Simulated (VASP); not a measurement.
Crystal: Sc.

```
Sc
1.0
     0.00000    3.19000    3.19000
     3.19000    0.00000    3.19000
     3.19000    3.19000    0.00000
Sc
2
Direct
  0.00000 0.00000 0.00000
  0.25000 0.25000 0.25000
```

This isn't the form of Sc at room conditions, which is hcp.

```yaml
Program: VASP 6.6.1
Task: relaxation of cell and atoms
Functional: PBEsol
Potentials_or_basis: VASP PAW PBE potentials, release 64 (Sc_sv)
Cutoff: 500 eV
k_mesh: 6 × 6 × 6
Occupations: fermi-dirac, width 0.05 eV
Spin: no spin polarisation
```

At the start: pressure -0.6 GPa; volume 32.46 Å³/atom.

**Question.** Where does the relaxation end?

**Answer.** Over 3 steps the energy falls by 2.6 meV/atom and the volume is 30.79 Å³/atom (-5.1 %); space group Fd-3m (No. 227, to 0.1 Å) before and after.

The path:
```
step  energy change (eV)  largest force (eV/Å)  pressure (GPa)  volume (Å³)
   1              0.0000                0.0000           -0.56        64.92
   2             -0.0029                0.0000           -0.34        63.87
   3             -0.0053                0.0000           -0.04        61.59
```

Final structure:
```cif
data_structure
_symmetry_space_group_name_H-M 'P 1'
_symmetry_Int_Tables_number 1
_cell_length_a 4.4327
_cell_length_b 4.4327
_cell_length_c 4.4327
_cell_angle_alpha 60.000
_cell_angle_beta 60.000
_cell_angle_gamma 60.000
_cell_volume 61.59
loop_
_atom_site_label
_atom_site_type_symbol
_atom_site_fract_x
_atom_site_fract_y
_atom_site_fract_z
_atom_site_occupancy
Sc1 Sc 0.00000 0.00000 0.00000 1
Sc2 Sc 0.25000 0.25000 0.25000 1
```

Caveat: the PAW data sets were made with another functional, which shifts forces and pressure a little.
